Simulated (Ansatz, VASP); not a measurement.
# Two plane-wave programs on TaN

```
CELL_PARAMETERS angstrom
5.23986 0.00000 0.00000
-2.61993 4.53785 0.00000
0.00000 0.00000 2.90418
ATOMIC_POSITIONS crystal
Ta 0.00000 0.00000 0.00000
Ta 0.33333 0.66667 0.50000
Ta 0.66667 0.33333 0.50000
N 0.50000 0.00000 0.00000
N 0.50000 0.50000 0.00000
N 0.00000 0.50000 0.00000
```

Alike in both runs: task single point; functional r2SCAN; k mesh 9 × 9 × 12; occupations gaussian, width 0.1 eV; no spin polarisation.

```csv
,VASP,Ansatz
version,VASP 6.6.1,Ansatz 0.2.0
potentials or method,"VASP PAW PBE potentials, release 64 (Ta_sv_GW, N), cutoff 660 eV","scalar-relativistic, plane waves, PAW"
valence electrons in the cell,54,54
```

Ansatz gave:

```
gap on the k mesh at the Fermi level (eV)                     : none
pressure (GPa)                                                : 0.0
traceless stress, the component that is largest in VASP (GPa) : 0.02
```

Task: Estimate VASP's values.

Result: gap on the k mesh at the Fermi level (eV): none; pressure (GPa): 0.1; traceless stress, the component that is largest in VASP (GPa): 0.10.

VASP's potentials were made for PBE, not for r2SCAN. A gap of «none» marks a metal or a gap that the smearing closes.

Spin-orbit coupling is off throughout.
